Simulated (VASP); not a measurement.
A run of VASP 6.6.1:

Contents of INCAR:

```
SYSTEM = Ta4N3
PREC = Accurate
ENCUT = 520
EDIFF = 1E-6
ISMEAR = 0
SIGMA = 0.1
LREAL = .FALSE.
LASPH = .TRUE.
NELM = 100
ALGO = Fast
ISIF = 2
LWAVE = .FALSE.
LCHARG = .TRUE.
GGA = PS
LELF = .TRUE.
LVHAR = .TRUE.
NBANDS = 38
```

Contents of KPOINTS:

```
Automatic mesh
0
G
  12 12 12
  0 0 0
```

POSCAR

```
Ta4N3
1.0
   -2.2000749321      2.2000749321      4.3152519340
    2.2000749321     -2.2000749321      4.3152519340
    2.2000749321      2.2000749321     -4.3152519340
Ta N
4 3
Direct
    0.0000000000      0.5000000000      0.5000000000
    0.2604736008      0.2604736008      0.0000000000
    0.5000000000      0.0000000000      0.5000000000
    0.7395263992      0.7395263992      0.0000000000
    0.7500000000      0.2500000000      0.5000000000
    0.0000000000      0.0000000000      0.0000000000
    0.2500000000      0.7500000000      0.5000000000
```

Potentials or basis: VASP PAW PBE potentials, release 64 (Ta_pv, N).

The run is started by

```console
$ cat potpaw_PBE.64/Ta_pv/POTCAR potpaw_PBE.64/N/POTCAR > POTCAR
$ mpirun -np 1 vasp_std > vasp.out
```

Hardware: 1 thread of Oxide Virtual Turin-like Processor, on a shared host.

Estimate the wall time of this run.

Run time: 15 min on 1 thread of Oxide Virtual Turin-like Processor, on a shared host, peak memory 0.49 GiB. Counts: scf iterations 16, k points 163.
